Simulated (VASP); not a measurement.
# Co in VASP: single point with PBE

Aim: the single point of Co with PBE.

Program: VASP 6.6.1. These are calculated values, not measurements. Logs are shortened: lines on timing, memory, paths and dates and some standing lists are left out, and cuts for length are marked.

**1. The cell of the first run**

The cell holds a molecule in a box, 1 atom: a = 15.000 Å, b = 15.500 Å, c = 16.000 Å, α = 90.00°, β = 90.00°, γ = 90.00°.

**2. Single point, PBE, collinear spin, ferromagnetic start**

INCAR

```
SYSTEM = Co
PREC     = Accurate       ! precision mode
ENCUT    = 520            ! plane-wave cutoff, eV
EDIFF    = 1E-6           ! SCF threshold, eV
ISMEAR   = 0              ! smearing method
SIGMA    = 0.005          ! smearing width, eV
LREAL    = .False.        ! projectors in reciprocal space
LASPH    = .True.         ! aspherical terms in the spheres
NELM     = 150            ! most SCF steps
ALGO     = Normal         ! electronic algorithm
ISIF     = 2              ! what is computed and relaxed
LWAVE    = .False.        ! write WAVECAR
LCHARG   = .True.         ! write CHGCAR
ISPIN    = 2              ! spin polarisation
MAGMOM   = 3              ! initial moments
LORBIT   = 11             ! projections on sites
LMAXMIX  = 4              ! l up to which the mixer works
GGA      = PE             ! functional
LELF     = .True.         ! ELF
LVHAR    = .True.       
ISYM     = 0            
NBANDS   = 14             ! bands
```

KPOINTS

```
regular mesh
0
Gamma
  1 1 1
  0 0 0
```

POSCAR

```
Co
1.0
   15.0000000000      0.0000000000      0.0000000000
    0.0000000000     15.5000000000      0.0000000000
    0.0000000000      0.0000000000     16.0000000000
Co
1
Direct
    0.5000000000      0.5000000000      0.5000000000
```

Potentials or basis: VASP PAW PBE potentials, release 64 (Co).

The run is started by

```sh
> cat potpaw_PBE.64/Co/POTCAR > POTCAR
> mpirun -np 1 vasp_gam > vasp.out
```

OUTCAR:

```text
SYSTEM = Co
   PREC = Accurate
   ENCUT = 520
   EDIFF = 1E-6
   ISMEAR = 0
   LREAL = .False.
   LASPH = .True.
   NELM = 150
   ISIF = 2
   ISPIN = 2
   LORBIT = 11
   GGA = PE
   ISYM = 0

 ion  position               nearest neighbor table
   1  0.500  0.500  0.500-

IMPORTANT INFORMATION: All symmetrisations will be switched off!
NOSYMM: (Re-)initialisation of all symmetry stuff for point group C_1.

----------------------------------------------------------------------------------------

                                     Primitive cell

  volume of cell :    3720.0000

  direct lattice vectors                    reciprocal lattice vectors
    15.000000000  0.000000000  0.000000000     0.066666667  0.000000000  0.000000000
     0.000000000 15.500000000  0.000000000     0.000000000  0.064516129  0.000000000
     0.000000000  0.000000000 16.000000000     0.000000000  0.000000000  0.062500000

  length of vectors
    15.000000000 15.500000000 16.000000000     0.066666667  0.064516129  0.062500000

  position of ions in fractional coordinates (direct lattice)
     0.500000000  0.500000000  0.500000000

  ion indices of the primitive-cell ions
   primitive index   ion index
                 1           1

----------------------------------------------------------------------------------------

 KPOINTS: regular mesh

Automatic generation of k-mesh.
 Grid dimensions read from file:
 generate k-points for:    1    1    1

 Generating k-lattice:

  Cartesian coordinates                     Fractional coordinates (reciprocal lattice)
     0.066666667  0.000000000  0.000000000     1.000000000  0.000000000  0.000000000
     0.000000000  0.064516129  0.000000000     0.000000000  1.000000000  0.000000000
     0.000000000  0.000000000  0.062500000     0.000000000  0.000000000  1.000000000

  Length of vectors
     0.066666667  0.064516129  0.062500000

  Shift w.r.t. Gamma in fractional coordinates (k-lattice)
     0.000000000  0.000000000  0.000000000

 Subroutine IBZKPT returns following result:
 ===========================================

 Found      1 irreducible k-points:

 Following reciprocal coordinates:
            Coordinates               Weight
  0.000000  0.000000  0.000000      1.000000
   k-points           NKPTS =      1   k-points in BZ     NKDIM =      1   number of bands    NBANDS=     14
   number of dos      NEDOS =    301   number of ions     NIONS =      1
   total plane-waves  NPLWV = ******
   dimension x,y,z NGX =   112 NGY =  120 NGZ =  120
   dimension x,y,z NGXF=   224 NGYF=  240 NGZF=  240
   ions per type =               1
   NGX,Y,Z   is equivalent  to a cutoff of  12.41, 12.87, 12.47 a.u.
   NGXF,Y,Z  is equivalent  to a cutoff of  24.83, 25.74, 24.94 a.u.
 SYSTEM =  Co
   PREC   = accura    normal or accurate (medium, high low for compatibility)
   ISTART =      0    job   : 0-new  1-cont  2-samecut
   ICHARG =      2    charge: 1-file 2-atom 10-const
   ISPIN  =      2    spin polarized calculation?
   LNONCOLLINEAR =      F non collinear calculations
   LSORBIT =      F    spin-orbit coupling
   LASPH  =      T    aspherical Exc in radial PAW
   ENCUT  =  520.0 eV  38.22 Ry    6.18 a.u.  27.89 28.82 29.75*2*pi/ulx,y,z
   NELM   =    150;   NELMIN=  2; NELMDL= -5     # of ELM steps
   EDIFF  = 0.1E-05   stopping-criterion for ELM
   LREAL  =      F    real-space projection
   EDIFFG = 0.1E-04   stopping-criterion for IOM
   NSW    =      0    number of steps for IOM
   IBRION =     -1    ionic relax: 0-MD 1-quasi-New 2-CG
   NFREE  =      0    steps in history (QN), initial steepest desc. (CG)
   ISIF   =      2    stress and relaxation
   ISYM   =      0    0-nonsym 1-usesym 2-fastsym
   POTIM  = 0.5000    time-step for ionic-motion
   TEBEG  =    0.0;   TEEND  =   0.0 temperature during run
   PSTRESS=    0.0 pullay stress
   NELECT =       9.0000    total number of electrons
   NUPDOWN=      -1.0000    fix difference up-down
   EMIN   =  10.00;   EMAX   =-10.00  energy-range for DOS
   EFERMI =   0.00;   METHOD = LEGACY
   ISMEAR =     0;   SIGMA  =   0.01  broadening in eV -4-tet -1-fermi 0-gaus
   EFERMI_NEDOS =   21; number of points for ismear=-14 and -15
   IALGO  =     38    algorithm
   IMIX   =      4    mixing-type and parameters
     AMIX     =   0.40;   BMIX     =  1.00
     AMIX_MAG =   1.60;   BMIX_MAG =  1.00
  volume/ion in A,a.u.               =    3720.00     25103.80
  Fermi-wavevector in a.u.,A,eV,Ry     =   0.219773  0.415311  0.657165  0.048300
  Thomas-Fermi vector in A             =   0.999635
   LORBIT       =     11    0 simple, 1 ext, 2 COOP (PROOUT), +10 PAW based schemes
   GGA     = PE    functional components
   LHFCALC =     F    Hartree Fock is set to
   AEXX    =    0.0000 exact exchange contribution
   IVDW    =     0    specifies the selected vdW correction
   LEPSILON=     F    determine dielectric tensor
   LRPA    =     F    only Hartree local field effects (RPA)
 spin polarized calculation
 Gauss-broadening in eV      SIGMA  =   0.01
  energy-cutoff  :      520.00
  volume of cell :     3720.00
 maximum number of plane-waves:     50071
 NGX is ok and might be reduce to   112
   NGX = 55   NGY = 57   NGZ = 59

 number of electron       9.0000000 magnetization       2.9999757

 Free energy of the ion-electron system (eV)
  ---------------------------------------------------
  ext. energy  EPLUGINS =         0.00000000
  ---------------------------------------------------
  free energy    TOTEN  =        -2.04909965 eV

  energy without entropy =       -2.04909965  energy(sigma->0) =       -2.04909965

 E-fermi :  -4.0798     XC(G=0):  -0.2816

 val. band max:       -4.1232051654   @ k =   0.0000   0.0000   0.0000
 cond. band min:      -3.8857008606   @ k =   0.0000   0.0000   0.0000
 fundamental gap:      0.2375043047
 Fermi energy:        -4.0798486391

 spin component 1

 k-point     1 :       0.0000    0.0000    0.0000
  band No.  band energies     occupation
      1      -6.6806      1.00000
      2      -6.6794      1.00000
      3      -5.9394      1.00000
      4      -5.6421      1.00000
      5      -5.6418      1.00000
      6      -4.9547      1.00000
      7      -1.1684      0.00000
      8      -1.1673      0.00000
      9      -0.9284      0.00000
     10      -0.1209      0.00000
     11       0.4909      0.00000
     12       0.5248      0.00000
     13       0.5726      0.00000
     14       0.5952      0.00000
 Fermi energy:        -4.0798486391

 spin component 2

 k-point     1 :       0.0000    0.0000    0.0000
  band No.  band energies     occupation
      1      -4.3327      1.00000
      2      -4.3323      1.00000
      3      -4.1232      1.00000
      4      -3.8857      0.00000
      5      -3.1456      0.00000
      6      -3.1421      0.00000
      7      -0.6331      0.00000
      8      -0.4245      0.00000
      9      -0.4242      0.00000
     10      -0.0400      0.00000
     11       0.5514      0.00000
     12       0.5773      0.00000
     13       0.6506      0.00000
     14       0.6705      0.00000

------------------------ aborting loop because EDIFF is reached ----------------------------------------

  FORCE on cell =-STRESS in cart. coord.  units (eV):
  Direction    XX          YY          ZZ          XY          YZ          ZX
  --------------------------------------------------------------------------------------
  -------------------------------------------------------------------------------------
  Total        0.0239052      0.0243478      0.0248715      0.0008820     -0.0013553     -0.0013508
  in kB        0.0102958      0.0104864      0.0107120      0.0003799     -0.0005837     -0.0005818
  external PRESSURE =       0.0104981 kB  Pullay stress =       0.0000000 kB

 VOLUME and BASIS-vectors are now :
 -----------------------------------------------------------------------------
  energy-cutoff  :      520.00
  volume of cell :     3720.00
      direct lattice vectors                 reciprocal lattice vectors
    15.000000000  0.000000000  0.000000000     0.066666667  0.000000000  0.000000000
     0.000000000 15.500000000  0.000000000     0.000000000  0.064516129  0.000000000
     0.000000000  0.000000000 16.000000000     0.000000000  0.000000000  0.062500000

 POSITION                                       TOTAL-FORCE (eV/Angst)
 -----------------------------------------------------------------------------------
      7.50000      7.75000      8.00000         0.000000      0.000000     -0.000000
 -----------------------------------------------------------------------------------
    total drift:                                0.000000      0.000000     -0.000000

  FREE ENERGIE OF THE ION-ELECTRON SYSTEM (eV)
  ---------------------------------------------------
  free  energy   TOTEN  =        -2.0490996535 eV

  energy  without entropy=       -2.0490996535  energy(sigma->0) =       -2.04909965

 total charge

# of ion       s       p       d       tot
------------------------------------------
    1        0.442   0.000   7.197   7.638

 magnetization (x)

# of ion       s       p       d       tot
------------------------------------------
    1        0.254   0.000   2.185   2.439
```

It took 23 min on 1 thread of Intel Xeon Platinum 8559C (Emerald Rapids), shared host; peak memory 3.5 GiB.

What came out:

```
Free energy                                           : -2.0491 eV
Gap between the frontier levels                       : 0.24 eV
Net moment                                            : 3.00 μB per cell
Site moments                                          : Co +2.44 μB
Valence electrons inside the program's atomic spheres : Co 7.64
```
